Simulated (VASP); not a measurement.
A run of VASP 6.6.1 is set up as follows.

Contents of INCAR:

```
SYSTEM = La
  PREC = Accurate
  ENCUT = 520
  EDIFF = 1E-6
  ISMEAR = -1
  SIGMA = 0.1
  LREAL = .False.
  LASPH = .True.
  NELM = 60
  ALGO = Normal
  ISIF = 2
  LWAVE = .False.
  LCHARG = .False.
  GGA = PE
  NBANDS = 18
```

File KPOINTS:

```
Automatic mesh
0
Gamma
  13 13 13
  0 0 0
```

File POSCAR:

```
La
1.0
    0.0000000000      3.3875056414      3.3875056414
    3.3875056414      0.0000000000      3.3875056414
    3.3875056414      3.3875056414      0.0000000000
La
2
Direct
    0.1250000000      0.1250000000      0.1250000000
    0.8750000000      0.8750000000      0.8750000000
```

Potentials or basis: VASP PAW PBE potentials, release 64 (La).

Command:

```sh
$ cat potpaw_PBE.64/La/POTCAR > POTCAR
$ mpirun -np 1 vasp_std > vasp.out
```

(1) Estimate the pressure.

(2) What does it give for the band gap on the k mesh?

## Answers

(1) -1.5 GPa.

(2) zero (bands 11 and 12 overlap by 0.32 eV).

Caveat: spin-orbit coupling is left out, which moves the levels of the heavy elements.
